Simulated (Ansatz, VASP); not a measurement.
# One calculation of InAs, two programs

The input INCAR:

```
ALGO = Normal ; EDIFF = 1E-7
ENCUT = 520 ; GGA = PS
ISIF = 2 ; ISMEAR = -1
IVDW = 12 ; LASPH = True
LCHARG = False ; LREAL = False
LWAVE = False ; NBANDS = 16
NELM = 100 ; PREC = Accurate
SIGMA = 0.05
```

Contents of KPOINTS:

```
k-points
0
Gamma
  8 8 8
```

File POSCAR:

```
InAs
1.0
    0.0000000000      2.9563908761      2.9563908761
    2.9563908761      0.0000000000      2.9563908761
    2.9563908761      2.9563908761      0.0000000000
In As
1 1
Direct
    0.0000000000      0.0000000000      0.0000000000
    0.7500000000      0.7500000000      0.7500000000
```

File input.yaml:

```yaml
crystal:
  lattice:
    - [0.0, 2.9563908761, 2.9563908761]
    - [2.9563908761, 0.0, 2.9563908761]
    - [2.9563908761, 2.9563908761, 0.0]
  atoms:
    - { symbol: In, position: [0.0, 0.0, 0.0] }
    - { symbol: As, position: [0.75, 0.75, 0.75] }
hamiltonian:
  xc: pbesol
  pseudopotentials: { kind: paw }
  dispersion: d3bj
kpoints:
  mp_grid: { grid: [8, 8, 8] }
scf:
  occupations: { method: fermi_dirac, width: 0.05 }
output:
  forces: true
  stress: true
  eigenvalues: true
  write_density: true
  write_potential: true
  elf: true
  volumetric_format: npy
```

Alike in both runs: task single point; functional PBEsol; dispersion D3(BJ); k mesh 8 × 8 × 8; occupations fermi-dirac, width 0.05 eV; no spin polarisation.

|  | VASP | Ansatz |
| --- | --- | --- |
| version | VASP 6.6.1 | Ansatz 0.2.0 |
| potentials or method | VASP PAW PBE potentials, release 64 (In_d, As) | Ansatz PAW |
| plane-wave cutoff (eV) | 520 | 420 |
| valence electrons in the cell | 18 | 28 |

VASP gave:

```
gap on the k mesh at the Fermi level (eV) : none
pressure (GPa)                            : 4.0
```

Problem. What did Ansatz give for the same quantities?

Solution. gap on the k mesh at the Fermi level (eV): none; pressure (GPa): 3.9.

VASP's potentials were made for PBE, not for PBEsol. A gap of «none» marks a metal or a gap that the smearing closes. VASP's potentials hold 18 valence electrons a cell and Ansatz's 28, so a difference there can come from the potentials and not from the codes.
